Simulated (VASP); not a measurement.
# Li (C2/c) in VASP: a series of runs

Runs on Li. Level: revPBE. Tasks: single point.

Everything below comes from runs of VASP 6.6.1. Logs are shortened: lines on timing, memory, paths and dates and some standing lists are left out, and cuts for length are marked.

### Step 1. The cell of the first run

The structure is monoclinic, space group C2/c (No. 15). Conventional cell: a = 3.112 Å, b = 5.377 Å, c = 5.059 Å, α = 90.00°, β = 90.23°, γ = 90.00°. Within 4.1 Å of Li (site symmetry 2) lie 12 Li at 3.09 to 3.11 Å.

This isn't the form of Li at room conditions, which is bcc.

### Step 2. Single point, revPBE (21.16 Å³/atom)

Input file INCAR:

```
SYSTEM = Li
  ALGO = Normal
  EDIFF = 1E-6
  ENCUT = 520
  GGA = RE
  ISIF = 2
  ISMEAR = -1
  LASPH = .TRUE.
  LCHARG = .FALSE.
  LREAL = .FALSE.
  LWAVE = .FALSE.
  NBANDS = 10
  NELM = 80
  PREC = Accurate
  SIGMA = 0.1
```

Input file KPOINTS:

```
k-points
0
G
  15 15 7
  0 0 0
```

Input file POSCAR:

```
Li
1.0
   -2.0841350975      1.7176546221      1.5340528328
    1.7176546221     -2.0841350975      1.5340528328
    3.8909634651      3.8909634651     -2.2052624947
Li
2
Direct
    0.9570948851      0.0429051149      0.0000000000
    0.7929051149      0.2070948851      0.5000000000
```

Potentials or basis: VASP PAW PBE potentials, release 64 (Li_sv).

Run with:

```sh
$ cat potpaw_PBE.64/Li_sv/POTCAR > POTCAR
$ mpirun -np 1 vasp_std > vasp.out
```

OUTCAR:

```text
SYSTEM = Li
   EDIFF = 1E-6
   ENCUT = 520
   GGA = RE
   ISIF = 2
   ISMEAR = -1
   LASPH = .TRUE.
   LREAL = .FALSE.
   NELM = 80
   PREC = Accurate

 ion  position               nearest neighbor table
   1  0.957  0.043  0.000-
   2  0.793  0.207  0.500-

  Warning from LATTYP: Got some problem with cell dimensions!
  Tried to take original basis but could not verify dimensions!
  LATTYP: Found a base centered monoclinic cell.
 ALAT       =     3.1115732762
 B/A-ratio  =     1.7279177141
 C/A-ratio  =     1.6257060934
 COS(beta)  =    -0.0040651846

  Lattice vectors:

 A1 = (   2.0841350975,  -1.7176546221,  -1.5340528328)
 A2 = (  -1.7176546221,   2.0841350975,  -1.5340528328)
 A3 = (   3.5244829897,   3.5244829897,   0.8628431709)

Analysis of symmetry for initial positions (statically):
=====================================================================
 Subroutine PRICEL returns:
 Original cell was already a primitive cell.

 Routine SETGRP: Setting up the symmetry group for a
 base centered monoclinic supercell.

 Subroutine GETGRP returns: Found  4 space group operations
 (whereof  2 operations were pure point group operations)
 out of a pool of  4 trial point group operations.

The static configuration has the point symmetry C_2 .
 The point group associated with its full space group is C_2h.

Analysis of symmetry for dynamics (positions and initial velocities):
=====================================================================
 Subroutine PRICEL returns:
 Original cell was already a primitive cell.

 Routine SETGRP: Setting up the symmetry group for a
 base centered monoclinic supercell.

 Subroutine GETGRP returns: Found  4 space group operations
 (whereof  2 operations were pure point group operations)
 out of a pool of  4 trial point group operations.

The dynamic configuration has the point symmetry C_2 .
 The point group associated with its full space group is C_2h.

 Subroutine INISYM returns: Found  4 space group operations
 (whereof  2 operations are pure point group operations),
 and found     1 'primitive' translations

----------------------------------------------------------------------------------------

                                     Primitive cell

  volume of cell :      42.3128

  direct lattice vectors                    reciprocal lattice vectors
    -2.084135097  1.717654622  1.534052833    -0.032445952  0.230588060  0.349601784
     1.717654622 -2.084135097  1.534052833     0.230588060 -0.032445952  0.349601784
     3.890963465  3.890963465 -2.205262495     0.137834141  0.137834141  0.032928150

  length of vectors
[... 90 lines left out ...]
   POTIM  = 0.5000    time-step for ionic-motion
   TEBEG  =    0.0;   TEEND  =   0.0 temperature during run
   PSTRESS=    0.0 pullay stress
   NELECT =       6.0000    total number of electrons
   NUPDOWN=      -1.0000    fix difference up-down
   EMIN   =  10.00;   EMAX   =-10.00  energy-range for DOS
   EFERMI =   0.00;   METHOD = LEGACY
   ISMEAR =    -1;   SIGMA  =   0.10  broadening in eV -4-tet -1-fermi 0-gaus
   EFERMI_NEDOS =   21; number of points for ismear=-14 and -15
   IALGO  =     38    algorithm
   IMIX   =      4    mixing-type and parameters
     AMIX     =   0.40;   BMIX     =  1.00
     AMIX_MAG =   1.60;   BMIX_MAG =  1.00
  volume/ion in A,a.u.               =      21.16       142.77
  Fermi-wavevector in a.u.,A,eV,Ry     =   0.853692  1.613245  9.915798  0.728791
  Thomas-Fermi vector in A             =   1.970174
   LORBIT       =      0    0 simple, 1 ext, 2 COOP (PROOUT), +10 PAW based schemes
   GGA     = RE    functional components
   LHFCALC =     F    Hartree Fock is set to
   AEXX    =    0.0000 exact exchange contribution
   IVDW    =     0    specifies the selected vdW correction
   LEPSILON=     F    determine dielectric tensor
   LRPA    =     F    only Hartree local field effects (RPA)
 non-spin polarized calculation
  energy-cutoff  :      520.00
  volume of cell :       42.31
 maximum number of plane-waves:      1158
   NGX = 11   NGY = 11   NGZ = 21

 number of electron       6.0000006 magnetization

 Free energy of the ion-electron system (eV)
  ---------------------------------------------------
  ext. energy  EPLUGINS =         0.00000000
  ---------------------------------------------------
  free energy    TOTEN  =        -3.63521232 eV

  energy without entropy =       -3.60175593  energy(sigma->0) =       -3.61848413

 E-fermi :   0.5703     XC(G=0):  -6.8614

 val. band max:        0.5698604869   @ k =   0.0667   0.0000   0.0000
 cond. band min:       0.5735100598   @ k =   0.4667   0.0667   0.4286
 fundamental gap:      0.0036495729
 Fermi energy:         0.5702940803

 k-point     1 :       0.0000    0.0000    0.0000
  band No.  band energies     occupation
      1     -46.1760      2.00000
      2     -46.1612      2.00000
      3      -2.9441      2.00000
      4       0.6045      0.83078
      5       3.3929      0.00000
      6      12.7520      0.00000
      7      12.8159      0.00000
      8      14.1380      0.00000
      9      14.1494      0.00000
     10      14.8800      0.00000
[... 287 lines left out ...]
 k-point    24 :       0.2000    0.1333    0.0000
  band No.  band energies     occupation
      1     -46.1652      2.00000
      2     -46.1602      2.00000
      3      -1.1254      2.00000
      4       0.3889      1.71973
      5       6.5360      0.00000
      6       7.5613      0.00000
      7       8.3212      0.00000
      8       9.9150      0.00000
      9      10.7844      0.00000
     10      12.1721      0.00000

 [... further k-points ...]

------------------------ aborting loop because EDIFF is reached ----------------------------------------

  FORCE on cell =-STRESS in cart. coord.  units (eV):
  Direction    XX          YY          ZZ          XY          YZ          ZX
  --------------------------------------------------------------------------------------
  -------------------------------------------------------------------------------------
  Total       -0.0083197     -0.0083197     -0.0300606      0.0221892     -0.0006898     -0.0006898
  in kB       -0.3150249     -0.3150249     -1.1382454      0.8401972     -0.0261206     -0.0261204
  external PRESSURE =      -0.5894317 kB  Pullay stress =       0.0000000 kB

 VOLUME and BASIS-vectors are now :
 -----------------------------------------------------------------------------
  energy-cutoff  :      520.00
  volume of cell :       42.31
      direct lattice vectors                 reciprocal lattice vectors
    -2.084135097  1.717654622  1.534052833    -0.032445952  0.230588060  0.349601784
     1.717654622 -2.084135097  1.534052833     0.230588060 -0.032445952  0.349601784
     3.890963465  3.890963465 -2.205262495     0.137834141  0.137834141  0.032928150

 POSITION                                       TOTAL-FORCE (eV/Angst)
 -----------------------------------------------------------------------------------
     -1.92102      1.55454      1.53405        -0.001050      0.001050     -0.000000
      0.64868      2.87581      0.43142         0.001050     -0.001050      0.000000
 -----------------------------------------------------------------------------------
    total drift:                               -0.000000      0.000000     -0.000000

  FREE ENERGIE OF THE ION-ELECTRON SYSTEM (eV)
  ---------------------------------------------------
  free  energy   TOTEN  =        -3.6352123237 eV

  energy  without entropy=       -3.6017559317  energy(sigma->0) =       -3.61848413
```

stdout:

```text
POSCAR found type information on POSCAR Li
 POSCAR found :  1 types and       2 ions
 scaLAPACK will be used
 -----------------------------------------------------------------------------
|                                                                             |
|                                                                             |
|     You enforced a specific xc type in the INCAR file but a different       |
|     I HOPE YOU KNOW WHAT YOU ARE DOING!                                     |
|                                                                             |
 -----------------------------------------------------------------------------

 LDA part: xc-table for (Slater+PW92), standard interpolation
 POSCAR, INCAR and KPOINTS ok, starting setup
 FFT: planning ... GRIDC
 FFT: planning ... GRID_SOFT
 FFT: planning ... GRID
 WAVECAR not read
 entering main loop
```

Run time: 3.9 min. Hardware: 1 thread of Oxide Virtual Turin-like, shared host; peak memory 0.23 GiB.

Results:

```yaml
Free_energy: -3.6352 eV
Band_gap_on_the_k_mesh: zero (bands 3 and 4 overlap by 4.44 eV)
```

Caveat: the cutoff is under 1.25 times the usual one of these potentials, so pressure, stress and relaxed cells hold a basis-set (Pulay) error; the PAW data sets were made with another functional, which shifts forces and pressure a little.

(Part 1 of 2 ends here.)
